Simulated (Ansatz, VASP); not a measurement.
# Two plane-wave programs on BN

Contents of INCAR:

```
SYSTEM = BN
PREC     = Accurate       ! precision mode
ENCUT    = 600            ! plane-wave cutoff, eV
EDIFF    = 1E-6           ! SCF threshold, eV
ISMEAR   = 0              ! smearing method
SIGMA    = 0.02           ! smearing width, eV
LREAL    = .False.        ! projectors in reciprocal space
LASPH    = .True.         ! aspherical terms in the spheres
NELM     = 120            ! most SCF steps
ALGO     = Normal         ! electronic algorithm
ISIF     = 2              ! what is computed and relaxed
LWAVE    = .False.        ! write WAVECAR
LCHARG   = .False.        ! write CHGCAR
GGA      = PS             ! functional
NBANDS   = 11             ! bands
GGA_COMPAT= .False.
```

Contents of KPOINTS:

```
Automatic mesh
0
Gamma
  8 8 8
  0 0 0
```

POSCAR

```
BN
1.0
    0.0000000000      3.5672113128      2.1672796595
    1.2521403593      0.0000000000      2.1672796595
    1.2521403593      3.5672113128      0.0000000000
B N
1 1
Direct
    0.0000641993      0.0000641993      0.9999358007
    0.6666357907      0.6666357907      0.3333642093
```

Input for Ansatz:

```yaml
crystal:
  lattice:
    - [0.0, 3.5672113128, 2.1672796595]
    - [1.2521403593, 0.0, 2.1672796595]
    - [1.2521403593, 3.5672113128, 0.0]
  atoms:
    - { symbol: B, position: [6.41993e-05, 6.41993e-05, 0.9999358007] }
    - { symbol: "N", position: [0.6666357907, 0.6666357907, 0.3333642093] }
basis:
  ecutwfc: 420
kpoints:
  mp_grid: { grid: [8, 8, 8] }
hamiltonian:
  xc: pbesol
  pseudopotentials: { kind: paw, azcp: { folder: soft_1 } }
scf:
  occupations: { method: gaussian, width: 0.02 }
output:
  forces: true
  stress: true
  eigenvalues: true
```

Alike in both runs: task single point; functional PBEsol; k mesh 8 × 8 × 8; occupations gaussian, width 0.02 eV; no spin polarisation.

```csv
,VASP,Ansatz
version,VASP 6.6.1,Ansatz 0.2.0
potentials or method,"VASP PAW PBE potentials, release 64 (B, N), cutoff 600 eV","scalar-relativistic, plane waves, PAW"
valence electrons in the cell,8,8
```

VASP gave:

```
gap on the k mesh at the Fermi level (eV)                     : 3.82
least direct gap on the mesh (eV)                             : 4.74
pressure (GPa)                                                : 0.3
traceless stress, the component that is largest in VASP (GPa) : -0.52
```

Problem. Which values does Ansatz return?

Solution. gap on the k mesh at the Fermi level (eV): 3.83; least direct gap on the mesh (eV): 4.75; pressure (GPa): 0.0; traceless stress, the component that is largest in VASP (GPa): 0.01.

VASP's potentials were made for PBE, not for PBEsol, and Ansatz warns of the same on its side.
